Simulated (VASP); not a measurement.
# Al16Ru in VASP: single point with r2SCAN+D3(BJ)

Aim: the single point of Al16Ru with r2SCAN+D3(BJ).

All numbers are computed with VASP 6.6.1; they aren't measurements. Logs are shortened: lines on timing, memory, paths and dates and some standing lists are left out, and cuts for length are marked.

## Step 1: The cell of the first run

The cell holds a slab with vacuum, 17 atoms: a = 5.728 Å, b = 5.728 Å, c = 18.015 Å, α = 90.00°, β = 90.00°, γ = 60.00°.

## Step 2: Single point, r2SCAN+D3(BJ)

POSCAR

```
Al16Ru
1.0
    5.7275650000      0.0000000000      0.0000000000
    2.8637820000      4.9602170000      0.0000000000
    0.0000000000      0.0000000000     18.0148060000
Al Ru
16 1
Direct
    0.0000000000      0.0000000000      0.0555098956
    0.5000000873      0.0000000000      0.0555098956
   -0.0000000504      0.5000001008      0.0555098956
    0.5000000369      0.5000001008      0.0555098956
    0.1680838124      0.1659497961      0.1826009117
    0.6632462198      0.1666447254      0.1800032151
    0.1672173256      0.6663827409      0.1824344375
    0.6632475002      0.6700914496      0.1800013278
   -0.1737699328      0.3368778019      0.3025798335
    0.3402613733      0.3334342026      0.3121395257
   -0.1688594399      0.8344110752      0.3036706585
    0.3402779570      0.8262608269      0.3121343633
   -0.0374777756      0.0477747244      0.4270598307
    0.4914744777      0.0042405403      0.4418117520
   -0.0375503652      0.4896797862      0.4270817016
    0.3870293279      0.5564310997      0.4657077628
   -0.0967977878      0.7984122469      0.5158699461
```

INCAR.step1

```
SYSTEM = Al16Ru
  PREC = Accurate
  ENCUT = 520
  ISMEAR = 0
  SIGMA = 0.15
  LREAL = Auto
  LASPH = .TRUE.
  NELM = 60
  NBANDS = 45
  GGA = PE
  ALGO = Normal
  EDIFF = 1E-4
  LWAVE = .TRUE.
  LCHARG = .FALSE.
```

INCAR.step2

```
SYSTEM = Al16Ru
  PREC = Accurate
  ENCUT = 520
  EDIFF = 1E-7
  ISMEAR = 0
  SIGMA = 0.15
  LREAL = Auto
  LASPH = .TRUE.
  NELM = 60
  ALGO = Normal
  ISIF = 2
  LWAVE = .FALSE.
  LCHARG = .FALSE.
  METAGGA = R2SCAN
  LMIXTAU = .TRUE.
  IVDW = 12
  VDW_S6 = 1.0
  VDW_S8 = 0.78981345
  VDW_A1 = 0.49484001
  VDW_A2 = 5.73083694
  NBANDS = 45
  ISTART = 1
```

KPOINTS

```
regular mesh
0
G
  3 3 1
  0 0 0
```

Potentials or basis: VASP PAW PBE potentials, release 64 (Al, Ru_pv).

Run with:

```
$ cat potpaw_PBE.64/Al/POTCAR potpaw_PBE.64/Ru_pv/POTCAR > POTCAR
$ cp INCAR.step1 INCAR
$ mpirun -np 1 vasp_std > vasp.out
$ cp INCAR.step2 INCAR
$ mpirun -np 1 vasp_std > vasp.out
```

OUTCAR:

```text
SYSTEM = Al16Ru
   PREC = Accurate
   ENCUT = 520
   EDIFF = 1E-7
   ISMEAR = 0
   LREAL = Auto
   LASPH = .TRUE.
   NELM = 60
   ISIF = 2
   METAGGA = R2SCAN
   IVDW = 12
   ISTART = 1
 IVDW          = 12

 ion  position               nearest neighbor table
   1  0.000  0.000  0.056-   6 2.80   7 2.82   5 2.83   2 2.86   3 2.86   4 2.86   4 2.86   3 2.86
                             2 2.86
   2  0.500  0.000  0.056-   6 2.78   8 2.78   5 2.82   1 2.86   3 2.86   4 2.86   4 2.86   1 2.86
                             3 2.86
   3  1.000  0.500  0.056-   8 2.80   7 2.82   5 2.83   4 2.86   2 2.86   1 2.86   1 2.86   4 2.86
                             2 2.86
   4  0.500  0.500  0.056-   8 2.79   6 2.79   7 2.82   3 2.86   2 2.86   1 2.86   1 2.86   2 2.86
                             3 2.86
   5  0.168  0.166  0.183-   9 2.75   2 2.82   1 2.83   3 2.83   6 2.84   8 2.84   7 2.86   7 2.86
                            10 2.88  12 2.88   8 2.89   6 2.89
   6  0.663  0.167  0.180-   9 2.76  11 2.77   2 2.78   4 2.79   1 2.80   5 2.84   8 2.84   7 2.85
                            10 2.87   7 2.88   8 2.88   5 2.89
   7  0.167  0.666  0.182-  11 2.75   4 2.82   3 2.82   1 2.82   6 2.85   8 2.85  12 2.86  10 2.86
                             5 2.86   5 2.86   8 2.88   6 2.88
   8  0.663  0.670  0.180-   9 2.76  11 2.77   2 2.78   4 2.79   3 2.80   5 2.84   6 2.84   7 2.85
                            12 2.87   7 2.88   6 2.88   5 2.89
   9  0.826  0.337  0.303-  13 2.66  15 2.66   5 2.75   6 2.76   8 2.76  12 2.80  10 2.80  11 2.86
                            11 2.86  10 2.94  12 2.94
  10  0.340  0.333  0.312-   9 2.80  15 2.80  12 2.82  11 2.84  14 2.85   7 2.86   6 2.87   5 2.88
                            11 2.90  12 2.90   9 2.94  16 3.11
  11  0.831  0.834  0.304-   7 2.75   8 2.77   6 2.77  13 2.81  15 2.81  12 2.84  10 2.84   9 2.86
                             9 2.86  10 2.90  12 2.90  14 3.01
  12  0.340  0.826  0.312-   9 2.80  13 2.80  10 2.82  11 2.84  14 2.85   7 2.86   8 2.87   5 2.88
                            11 2.90  10 2.90   9 2.94  16 3.11
  13  0.963  0.048  0.427-  17 2.28  15 2.53   9 2.66  16 2.73  12 2.80  11 2.81  14 2.84  14 2.93
                            15 3.20  16 3.20
  14  0.491  0.004  0.442-  17 2.44  15 2.84  13 2.84  10 2.85  12 2.85  13 2.93  15 2.93  16 2.94
                            16 2.94  11 3.01
  15  0.962  0.490  0.427-  17 2.28  13 2.53   9 2.66  16 2.73  10 2.80  11 2.81  14 2.84  14 2.93
                            13 3.20  16 3.20
  16  0.387  0.556  0.466-  17 2.56  13 2.73  15 2.73  14 2.94  14 2.94  10 3.11  12 3.11  15 3.20
                            13 3.20
  17  0.903  0.798  0.516-  13 2.28  15 2.28  14 2.44  16 2.56

  LATTYP: Found a hexagonal cell.
 ALAT       =     5.7275649303
 C/A-ratio  =     3.1452818465

  Lattice vectors:

 A1 = (  -2.8637820000,  -4.9602170000,   0.0000000000)
 A2 = (   5.7275650000,   0.0000000000,   0.0000000000)
 A3 = (   0.0000000000,   0.0000000000,  18.0148060000)

Analysis of symmetry for initial positions (statically):
=====================================================================
 Subroutine PRICEL returns:
 Original cell was already a primitive cell.

 Routine SETGRP: Setting up the symmetry group for a
 hexagonal supercell.

 Subroutine GETGRP returns: Found  1 space group operations
 (whereof  1 operations were pure point group operations)
 out of a pool of 24 trial point group operations.

The static configuration has the point symmetry C_1 .

Analysis of symmetry for dynamics (positions and initial velocities):
=====================================================================
 Subroutine PRICEL returns:
 Original cell was already a primitive cell.

 Routine SETGRP: Setting up the symmetry group for a
 hexagonal supercell.

 Subroutine GETGRP returns: Found  1 space group operations
 (whereof  1 operations were pure point group operations)
 out of a pool of 24 trial point group operations.

The dynamic configuration has the point symmetry C_1 .

 Subroutine INISYM returns: Found  1 space group operations
 (whereof  1 operations are pure point group operations),
 and found     1 'primitive' translations

----------------------------------------------------------------------------------------

                                     Primitive cell

  volume of cell :     511.8000

  direct lattice vectors                    reciprocal lattice vectors
     5.727565000  0.000000000  0.000000000     0.174594265 -0.100802024  0.000000000
     2.863782000  4.960217000  0.000000000     0.000000000  0.201604083  0.000000000
[... 49 lines left out ...]
 Grid dimensions read from file:
 generate k-points for:    3    3    1

 Generating k-lattice:

  Cartesian coordinates                     Fractional coordinates (reciprocal lattice)
     0.058198088 -0.033600675  0.000000000     0.333333333  0.000000000  0.000000000
     0.000000000  0.067201361  0.000000000     0.000000000  0.333333333  0.000000000
     0.000000000  0.000000000  0.055509896     0.000000000  0.000000000  1.000000000

  Length of vectors
     0.067201360  0.067201361  0.055509896

  Shift w.r.t. Gamma in fractional coordinates (k-lattice)
     0.000000000  0.000000000  0.000000000

 Subroutine IBZKPT returns following result:
 ===========================================

 Found      5 irreducible k-points:

 Following reciprocal coordinates:
            Coordinates               Weight
  0.000000  0.000000  0.000000      1.000000
  0.333333  0.000000  0.000000      2.000000
  0.333333  0.333333  0.000000      2.000000
  0.000000  0.333333  0.000000      2.000000
 -0.333333  0.333333  0.000000      2.000000
   k-points           NKPTS =      5   k-points in BZ     NKDIM =      5   number of bands    NBANDS=     45
   number of dos      NEDOS =    301   number of ions     NIONS =     17
   total plane-waves  NPLWV = 322560
   dimension x,y,z NGX =    48 NGY =   48 NGZ =  140
   dimension x,y,z NGXF=    96 NGYF=   96 NGZF=  280
   ions per type =              16   1
   NGX,Y,Z   is equivalent  to a cutoff of  13.93, 13.93, 12.92 a.u.
   NGXF,Y,Z  is equivalent  to a cutoff of  27.86, 27.86, 25.84 a.u.
 SYSTEM =  Al16Ru
   PREC   = accura    normal or accurate (medium, high low for compatibility)
   ISTART =      1    job   : 0-new  1-cont  2-samecut
   ICHARG =      0    charge: 1-file 2-atom 10-const
   ISPIN  =      1    spin polarized calculation?
   LNONCOLLINEAR =      F non collinear calculations
   LSORBIT =      F    spin-orbit coupling
   LASPH  =      T    aspherical Exc in radial PAW
   ENCUT  =  520.0 eV  38.22 Ry    6.18 a.u.  10.65 10.65 33.50*2*pi/ulx,y,z
   NELM   =     60;   NELMIN=  2; NELMDL=  0     # of ELM steps
   EDIFF  = 0.1E-06   stopping-criterion for ELM
   LREAL  =      T    real-space projection
   EDIFFG = 0.1E-05   stopping-criterion for IOM
   NSW    =      0    number of steps for IOM
   IBRION =     -1    ionic relax: 0-MD 1-quasi-New 2-CG
   NFREE  =      0    steps in history (QN), initial steepest desc. (CG)
   ISIF   =      2    stress and relaxation
   ISYM   =      2    0-nonsym 1-usesym 2-fastsym
   POTIM  = 0.5000    time-step for ionic-motion
   TEBEG  =    0.0;   TEEND  =   0.0 temperature during run
   PSTRESS=    0.0 pullay stress
   NELECT =      62.0000    total number of electrons
   NUPDOWN=      -1.0000    fix difference up-down
   EMIN   =  10.00;   EMAX   =-10.00  energy-range for DOS
   EFERMI =   0.00;   METHOD = LEGACY
   ISMEAR =     0;   SIGMA  =   0.15  broadening in eV -4-tet -1-fermi 0-gaus
   EFERMI_NEDOS =   21; number of points for ismear=-14 and -15
   IALGO  =     38    algorithm
   IMIX   =      4    mixing-type and parameters
     AMIX     =   0.40;   BMIX     =  1.00
     AMIX_MAG =   1.60;   BMIX_MAG =  1.00
  volume/ion in A,a.u.               =      30.11       203.16
  Fermi-wavevector in a.u.,A,eV,Ry     =   0.810038  1.530750  8.927616  0.656161
  Thomas-Fermi vector in A             =   1.919139
   LORBIT       =      0    0 simple, 1 ext, 2 COOP (PROOUT), +10 PAW based schemes
   METAGGA = R2SCAN    functional components
   LHFCALC =     F    Hartree Fock is set to
   AEXX    =    0.0000 exact exchange contribution
   IVDW    =    12    specifies the selected vdW correction
   LEPSILON=     F    determine dielectric tensor
   LRPA    =     F    only Hartree local field effects (RPA)
 non-spin polarized calculation
 Gauss-broadening in eV      SIGMA  =   0.15
  energy-cutoff  :      520.00
  volume of cell :      511.80
 maximum number of plane-waves:     13819
 NGX is ok and might be reduce to    42
   NGX = 21   NGY = 21   NGZ = 67

 number of electron      61.9999998 magnetization

 Free energy of the ion-electron system (eV)
  ---------------------------------------------------
  ext. energy  EPLUGINS =         0.00000000
  ---------------------------------------------------
  free energy    TOTEN  =      -129.06364402 eV

  energy without entropy =     -129.02610367  energy(sigma->0) =     -129.04487384

 E-fermi :   2.7106     XC(G=0):  -6.9474

 val. band max:        2.4543775791   @ k =   0.0000   0.0000   0.0000
 cond. band min:       2.7771410515   @ k =   0.0000   0.0000   0.0000
 fundamental gap:      0.3227634724
 Fermi energy:         2.7106075969

 k-point     1 :       0.0000    0.0000    0.0000
  band No.  band energies     occupation
      1     -40.3898      2.00000
      2     -40.2147      2.00000
      3     -40.1279      2.00000
      4      -8.8875      2.00000
      5      -7.6551      2.00000
      6      -5.9314      2.00000
[... 219 lines left out ...]
     42       5.5282      0.00000
     43       5.6735      0.00000
 [bands above 43 left out]

------------------------ aborting loop because EDIFF is reached ----------------------------------------

 Edisp (eV)   -2.05568

 E8    (eV) :    -0.7554

  FORCE on cell =-STRESS in cart. coord.  units (eV):
  Direction    XX          YY          ZZ          XY          YZ          ZX
  --------------------------------------------------------------------------------------
  -------------------------------------------------------------------------------------
  Total      -9.97987    -5.93689    -0.39716     3.50206     0.00790    -0.01200
  in kB     -31.24173   -18.58528    -1.24330    10.96310     0.02473    -0.03756
  external pressure =      -17.02 kB  Pullay stress =        0.00 kB

 VOLUME and BASIS-vectors are now :
 -----------------------------------------------------------------------------
  energy-cutoff  :      520.00
  volume of cell :      511.80
      direct lattice vectors                 reciprocal lattice vectors
     5.727565000  0.000000000  0.000000000     0.174594265 -0.100802024  0.000000000
     2.863782000  4.960217000  0.000000000     0.000000000  0.201604083  0.000000000
     0.000000000  0.000000000 18.014806000     0.000000000  0.000000000  0.055509896

 POSITION                                       TOTAL-FORCE (eV/Angst)
 -----------------------------------------------------------------------------------
      0.00000      0.00000      1.00000        -0.079096     -0.105340     -0.014116
      2.86378      0.00000      1.00000         0.066479     -0.038437     -0.000795
      7.15946      2.48011      1.00000         0.051667      0.121061     -0.014119
      4.29567      2.48011      1.00000        -0.036620      0.021074      0.076776
      1.43795      0.82315      3.28952        -0.002747      0.001612     -0.002142
      4.27602      0.82659      3.24272        -0.002771      0.002100      0.003679
[... 9 lines left out ...]
      3.81023      2.76002      8.38963         0.001436     -0.000663     -0.010952
      7.45963      3.96030      9.29330         0.001074     -0.000608      0.047974
 -----------------------------------------------------------------------------------
    total drift:                               -0.001871      0.001528      0.002133

  FREE ENERGIE OF THE ION-ELECTRON SYSTEM (eV)
  ---------------------------------------------------
  free  energy   TOTEN  =      -131.1193244146 eV

  energy  without entropy=     -131.0817840643  energy(sigma->0) =     -131.10055424
```

Run time: 24 min. Hardware: 1 thread of Intel Xeon Platinum 8488C (Sapphire Rapids), shared host; peak memory 0.75 GiB.

Results:

- Free energy: -131.1193 eV
- Largest force: 0.132 eV/Å
- Band gap on the k mesh: zero (band 31 reaches 2.98 eV, above the bottom of band 32 at 2.45 eV)
- Dispersion energy per atom: -0.121 eV

Forces on the atoms (eV/Å):
```
Al  -0.079 -0.105 -0.014
Al   0.066 -0.038 -0.001
Al   0.052  0.121 -0.014
Al  -0.037  0.021  0.077
Al  -0.003  0.002 -0.002
Al  -0.003  0.002  0.004
Al  -0.001  0.000 -0.002
Al  -0.003  0.001  0.004
Al  -0.001  0.000 -0.004
Al   0.002  0.000 -0.003
Al   0.006 -0.003 -0.001
Al   0.001 -0.002 -0.003
Al   0.020  0.026 -0.029
Al  -0.013  0.008 -0.019
Al  -0.012 -0.030 -0.030
Al   0.001 -0.001 -0.011
Ru   0.001 -0.001  0.048
```

Caveat: the k points lie up to 0.42 Å⁻¹ apart; the PAW data sets were made with another functional, which shifts forces and pressure a little.
